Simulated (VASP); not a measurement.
# W3N4: relaxation of cell and atoms with PBE

The system is W3N4.

```
W N
1.0
     4.67416    0.00000    0.00000
     0.00000    4.67416    0.00000
     0.00000    0.00000    4.67416
W N
3 4
Direct
  0.00000 0.00000 0.50000
  0.50000 0.00000 0.00000
  0.00000 0.50000 0.00000
  0.28429 0.71571 0.28429
  0.71571 0.28429 0.28429
  0.28429 0.28429 0.71571
  0.71571 0.71571 0.71571
```

The cell was generated, and may not be a known phase.

```yaml
Program: VASP 6.6.1
Task: relaxation of cell and atoms
Functional: PBE
Potentials_or_basis: VASP PAW PBE potentials, release 64 (W_sv, N)
Cutoff: 600 eV
k_mesh: 4 × 4 × 4
Occupations: gaussian, width 0.1 eV
Spin: no spin polarisation
Dipole_correction: no
Further_INCAR_settings: ALGO = Normal; EDIFF = 1e-06; IBRION = 2; EDIFFG = -0.04; NSW = 90; ISIF = 3
```

| Quantity | Value |
| --- | --- |
| Relaxed volume | 13.33 Å³/atom |
| Relaxed cell | a = 4.536 Å, b = 4.536 Å, c = 4.536 Å, α = 90.00°, β = 90.00°, γ = 90.00° |
| Space group after relaxing (to 0.1 Å) | P-43m (No. 215) |
| Pressure after relaxing | 0.1 GPa |
| Largest force after relaxing | 0.039 eV/Å |
| Band gap on the k mesh | zero (bands 31 and 32 overlap by 1.40 eV) |

Forces in eV/Å, atoms in the order of the input:
```
W    0.000  0.000  0.000
W    0.000  0.000  0.000
W    0.000  0.000  0.000
N   -0.022  0.022 -0.022
N    0.022 -0.022 -0.022
N   -0.022 -0.022  0.022
N    0.022  0.022  0.022
```

Final structure:
```xyz
7
Lattice="4.5362 0.0000 0.0000 0.0000 4.5362 0.0000 0.0000 0.0000 4.5362" Properties=species:S:1:pos:R:3 pbc="T T T"
W     0.0000    0.0000    2.2681
W     2.2681    0.0000    0.0000
W     0.0000    2.2681    0.0000
N     1.1492    3.3869    1.1492
N     3.3869    1.1492    1.1492
N     1.1492    1.1492    3.3869
N     3.3869    3.3869    3.3869
```

Levels at points of the mesh, in eV from the Fermi level:
```csv
k point,band 27,band 28,band 29,band 30,band 31,band 32,band 33,band 34,band 35,band 36
"(0.00, 0.00, 0.00)",-3.15,-3.15,-1.06,-1.06,-1.06,0.43,0.43,0.98,1.51,1.51
"(0.50, 0.00, 0.00)",-3.11,-3.11,-1.40,-0.83,-0.83,-0.61,0.00,0.71,1.71,2.50
"(0.50, 0.50, 0.00)",-4.07,-4.07,-0.59,-0.20,-0.20,0.82,1.08,1.08,1.59,2.14
"(0.50, 0.50, 0.50)",-4.43,-4.43,0.79,0.79,0.79,0.88,0.88,0.88,1.30,2.24
```

Run time: 11 min on 1 thread of Intel Xeon 8259CL, on a shared host, peak memory 0.27 GiB.

Caveat: spin-orbit coupling is left out, which moves the levels of the heavy elements.
